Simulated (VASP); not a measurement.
The system is Ta.

```xyz
1
Lattice="-1.6513 1.6513 1.6513 1.6513 -1.6513 1.6513 1.6513 1.6513 -1.6513" Properties=species:S:1:pos:R:3 pbc="T T T"
Ta    0.0000    0.0000    0.0000
```

* Program: VASP 6.6.1
* Task: relaxation of cell and atoms
* Functional: LDA
* Potentials or basis: VASP PAW LDA potentials, release 64 (Ta_pv)
* Cutoff: 600 eV
* k mesh: 9 × 9 × 9
* Occupations: fermi-dirac, width 0.1 eV
* Spin: no spin polarisation

At the start: pressure -8.1 GPa; volume 18.01 Å³/atom.

Q: How do energy, volume and symmetry change on relaxing?

A: Over 4 steps the energy falls by 19.5 meV/atom and the volume is 17.27 Å³/atom (-4.1 %); space group Im-3m (No. 229, to 0.05 Å).

Step by step:
```
step  energy change (eV)  largest force (eV/Å)  pressure (GPa)  volume (Å³)
   1              0.0000                0.0000           -8.13        18.01
   2              0.0864                0.0000           23.84        15.73
   3             -0.0195                0.0000           -0.30        17.29
   4             -0.0195                0.0000           -0.05        17.27
```

Final structure:
```
Ta
1.0
    -1.62843    1.62843    1.62843
     1.62843   -1.62843    1.62843
     1.62843    1.62843   -1.62843
Ta
1
Direct
  0.00000 0.00000 0.00000
```
